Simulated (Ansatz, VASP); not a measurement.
One calculation of Yb, two programs

File INCAR:

```
SYSTEM = Yb
PREC     = Accurate       ! precision mode
ENCUT    = 520            ! plane-wave cutoff, eV
EDIFF    = 1E-6           ! SCF threshold, eV
ISMEAR   = -1             ! smearing method
SIGMA    = 0.03           ! smearing width, eV
LREAL    = .False.        ! projectors in reciprocal space
LASPH    = .True.         ! aspherical terms in the spheres
NELM     = 100            ! most SCF steps
ALGO     = Normal         ! electronic algorithm
ISIF     = 2              ! what is computed and relaxed
LWAVE    = .False.        ! write WAVECAR
LCHARG   = .False.        ! write CHGCAR
GGA      = PE             ! functional
NBANDS   = 31             ! bands
```

Contents of KPOINTS:

```
regular mesh
0
Gamma
  11 11 6
  0 0 0
```

The input POSCAR:

```
Yb
1.0
    3.8798991495      0.0000000000      0.0000000000
   -1.9399495748      3.3600912276      0.0000000000
    0.0000000000      0.0000000000      6.3859000000
Yb
2
Direct
    0.3333333333      0.6666666667      0.2500000000
    0.6666666667      0.3333333333      0.7500000000
```

Input for Ansatz:

```yaml
crystal:
  lattice:
    - [3.8798991495, 0.0, 0.0]
    - [-1.9399495748, 3.3600912276, 0.0]
    - [0.0, 0.0, 6.3859]
  atoms:
    - { symbol: Yb, position: [0.3333333333, 0.6666666667, 0.25] }
    - { symbol: Yb, position: [0.6666666667, 0.3333333333, 0.75] }
kpoints:
  mp_grid: { grid: [11, 11, 6] }
scf:
  occupations: { method: fermi_dirac, width: 0.03 }
hamiltonian:
  xc: pbe
  pseudopotentials:
    kind: all_electron
    lapw: { basis_error: 0.0005 }
    dirac_shells: { Yb: ["4p", "3d"] }
output:
  forces: true
  stress: true
  eigenvalues: true
```

Alike in both runs: task single point; functional PBE; k mesh 11 × 11 × 6; occupations fermi-dirac, width 0.03 eV; no spin polarisation.

|  | VASP | Ansatz |
| --- | --- | --- |
| version | VASP 6.6.1 | Ansatz 0.2.0 |
| potentials or method | VASP PAW PBE potentials, release 64 (Yb), cutoff 520 eV | all-electron LAPW, scalar-relativistic |

|  | VASP | Ansatz | Ansatz less VASP |
| --- | --- | --- | --- |
| pressure (GPa) | -0.4 | -2.1 | -1.70 |
| traceless stress, the component that is largest in VASP (GPa) | -0.24 | 0.03 | +0.269 |

Ansatz ran all-electron here, and VASP with PAW potentials.

Neither program's run includes spin-orbit coupling.
